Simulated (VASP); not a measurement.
Al2Cu: single point with PBE

Crystal: Al2Cu.

```
CELL_PARAMETERS angstrom
-3.05640 3.05640 2.36805
3.05640 -3.05640 2.36805
3.05640 3.05640 -2.36805
ATOMIC_POSITIONS crystal
Al 0.15872 0.65872 0.81744
Al 0.65872 0.84128 0.50000
Al 0.84128 0.34128 0.18256
Al 0.34128 0.15872 0.50000
Cu 0.75000 0.75000 0.00000
Cu 0.25000 0.25000 0.00000
```

```
Program             : VASP 6.6.1
Task                : single point
Functional          : PBE
Potentials or basis : VASP PAW PBE potentials, release 64 (Al, Cu)
Cutoff              : 520 eV
k mesh              : 10 × 10 × 10
Occupations         : gaussian, width 0.15 eV
Spin                : no spin polarisation
```

The pressure is 1.4 GPa and the largest force is 0.124 eV/Å. The band gap on the k mesh is zero (bands 17 and 18 overlap by 4.71 eV).

Forces on the atoms (eV/Å):
```
Al  -0.088 -0.088  0.000
Al   0.088 -0.088  0.000
Al   0.088  0.088  0.000
Al  -0.088  0.088  0.000
Cu   0.000  0.000  0.000
Cu   0.000  0.000  0.000
```

Stress tensor (GPa, compression positive):
```
-0.53  0.00  0.00
 0.00 -0.53  0.00
 0.00  0.00  5.34
```

Levels at points of the mesh, in eV from the Fermi level:
```tsv
k point	band 15	band 16	band 17	band 18	band 19	band 20
(0.00, 0.00, 0.00)	-1.17	-1.16	-1.16	-1.00	-0.19	0.03
(0.50, 0.00, 0.00)	-2.69	-2.69	0.05	0.05	3.75	3.75
(0.50, 0.50, 0.00)	-1.73	-1.54	-0.85	-0.53	0.47	0.92
(0.50, 0.50, 0.50)	-3.20	-1.75	2.70	2.95	2.95	3.17
```

Run time: 9.9 min on 1 thread of Intel Xeon 8259CL (shared host), peak memory 0.37 GiB.
